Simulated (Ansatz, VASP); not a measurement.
**Mo: VASP beside Ansatz**

```
Mo
1.0
     0.00000    2.18899    1.70741
     2.18899    0.00000    1.70741
     2.18899    2.18899    0.00000
Mo
1
Direct
  0.00000 0.00000 0.00000
```

Alike in both runs: task single point; functional PBE; k mesh 22 × 22 × 22; occupations gaussian, width 0.15 eV; no spin polarisation.

|  | VASP | Ansatz |
| --- | --- | --- |
| version | VASP 6.6.1 | Ansatz 0.2.0 |
| potentials or method | VASP PAW PBE potentials, release 64 (Mo_sv), cutoff 520 eV | scalar-relativistic, plane waves, PAW |
| valence electrons in the cell | 14 | 14 |

```csv
,VASP,Ansatz,Ansatz less VASP
gap on the k mesh at the Fermi level (eV),none,none,-
pressure (GPa),-7.0,-7.5,-0.45
"traceless stress, the component that is largest in VASP (GPa)",-15.52,-15.53,-0.014
```

A gap of «none» marks a metal or a gap that the smearing closes. The functional is the same, so the differences come from potentials, cutoffs and numerics.
